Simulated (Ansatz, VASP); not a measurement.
## One calculation of Ti, two programs

```
CELL_PARAMETERS angstrom
-1.74983 1.62775 1.62775
1.74983 -1.62775 1.62775
1.74983 1.62775 -1.62775
ATOMIC_POSITIONS crystal
Ti 0.00000 0.00000 0.00000
```

Change from the starting cell: strain +0.0750 x Voigt [1, 0, 0, 0, 0, 0], atoms carried along.

Alike in both runs: task single point; functional PBE; k mesh 26 × 26 × 26; occupations gaussian, width 0.15 eV; no spin polarisation.

|  | VASP | Ansatz |
| --- | --- | --- |
| version | VASP 6.6.1 | Ansatz 0.2.0 |
| potentials or method | VASP PAW PBE potentials, release 64 (Ti_sv), cutoff 520 eV | scalar-relativistic, plane waves, PAW |
| valence electrons in the cell | 12 | 12 |

```csv
,VASP,Ansatz,Ansatz less VASP
gap on the k mesh at the Fermi level (eV),none,none,-
pressure (GPa),-6.8,-6.6,+0.17
"traceless stress, the component that is largest in VASP (GPa)",1.12,1.12,-0.001
```

A gap of «none» marks a metal or a gap that the smearing closes.
